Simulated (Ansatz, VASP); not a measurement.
One calculation of NbAs, two programs

```
Nb As
1.0
    -1.72585    1.72585    5.89840
     1.72585   -1.72585    5.89840
     1.72585    1.72585   -5.89840
Nb As
2 2
Direct
  0.75000 0.75000 0.00000
  0.50000 0.00000 0.50000
  0.16600 0.16600 0.00000
  0.91600 0.41600 0.50000
```

Change from the starting cell: zz strain of +1 %, PAW files.

Alike in both runs: task electric field gradients; functional LDA; k mesh 15 × 15 × 15; occupations fermi-dirac, width 0.08 eV; no spin polarisation.

|  | VASP | Ansatz |
| --- | --- | --- |
| version | VASP 6.6.1 | Ansatz 0.2.0 |
| potentials or method | VASP PAW LDA potentials, release 64 (Nb_sv, As) | PAW with Ansatz's default frozen-core files, scalar-relativistic |
| plane-wave cutoff (eV) | 400 | 420 |
| valence electrons in the cell | 36 | 56 |

```csv
,VASP,Ansatz,Ansatz less VASP
rms of the force components (eV/Å),0.120,0.118,-0.0021
size of Vzz on the site where it differs most (V/Å²),16.7,18.2,+1.58
```

LDA's correlation is that of Perdew and Zunger in VASP and of Perdew and Wang (1992) in Ansatz. Atom by atom the forces differ by 0.002 eV/Å (rms over components). VASP's potentials hold 36 valence electrons a cell and Ansatz's 56, so a difference there can come from the potentials and not from the codes.
